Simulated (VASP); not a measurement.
Input of a VASP 6.6.1 run:

INCAR

```
PREC = Accurate ; ENCUT = 520
EDIFF = 1E-6 ; ISMEAR = -1
SIGMA = 0.05 ; LREAL = F
LASPH = T ; NELM = 150
ALGO = Normal ; ISIF = 2
LWAVE = F ; LCHARG = T
ISPIN = 2 ; MAGMOM = 0 0 0 0
LORBIT = 11 ; NUPDOWN = 0.0
LMAXMIX = 4 ; GGA = PS
LELF = T ; LVHAR = T
NBANDS = 30
```

KPOINTS

```
Automatic mesh
0
Gamma
  6 6 4
```

File POSCAR:

```
MnSb
1.0
    4.1500000000      0.0000000000      0.0000000000
   -2.0750000000      3.5940054257      0.0000000000
    0.0000000000      0.0000000000      5.7800000000
Sb Mn
2 2
Direct
    0.6666666667      0.3333333333      0.7500000000
    0.3333333333      0.6666666667      0.2500000000
    0.0000000000      0.0000000000      0.5000000000
    0.0000000000      0.0000000000      0.0000000000
```

Potentials or basis: VASP PAW PBE potentials, release 64 (Sb, Mn_pv).

Launch:

```bash
$ cat potpaw_PBE.64/Sb/POTCAR potpaw_PBE.64/Mn_pv/POTCAR > POTCAR
$ mpirun -np 1 vasp_std > vasp.out
```

Task: Estimate the pressure.

Result: -20.0 GPa.

Stress tensor (GPa, compression positive):
```
-17.53   0.00   0.00
  0.00 -17.53   0.00
  0.00   0.00 -24.90
```

Caveat: the cell stands under tension; the PAW data sets were made with another functional, which shifts forces and pressure a little; the total moment is fixed, so each spin has its own Fermi level.
